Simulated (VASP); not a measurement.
Input of a VASP 6.6.1 run:

Contents of INCAR:

```
SYSTEM = Ga
PREC = Accurate ; ENCUT = 600
EDIFF = 1E-7 ; ISMEAR = 0
SIGMA = 0.1 ; LREAL = .FALSE.
LASPH = .TRUE. ; NELM = 80
ALGO = Fast ; ISIF = 3
LWAVE = .FALSE. ; LCHARG = .FALSE.
GGA = PE ; IVDW = 12
IBRION = 2 ; NSW = 100
EDIFFG = -0.005
```

The input KPOINTS:

```
regular mesh
0
G
  20 20 20
  0 0 0
```

Contents of POSCAR:

```
Ga
1.0
   -1.4040000000      1.4040000000      2.2290000000
    1.4040000000     -1.4040000000      2.2290000000
    1.4040000000      1.4040000000     -2.2290000000
Ga
1
Direct
    0.0000000000      0.0000000000      0.0000000000
```

Potentials or basis: VASP PAW PBE potentials, release 64 (Ga_d).

Command:

```bash
$ cat potpaw_PBE.64/Ga_d/POTCAR > POTCAR
$ mpirun -np 1 vasp_std > vasp.out
```

(1) Predict the relaxed volume.

(2) Estimate the relaxed cell.

Results:

(1) 17.97 Å³/atom.

(2) a = 3.017 Å, b = 3.017 Å, c = 3.017 Å, α = 124.39°, β = 124.39°, γ = 82.55°.
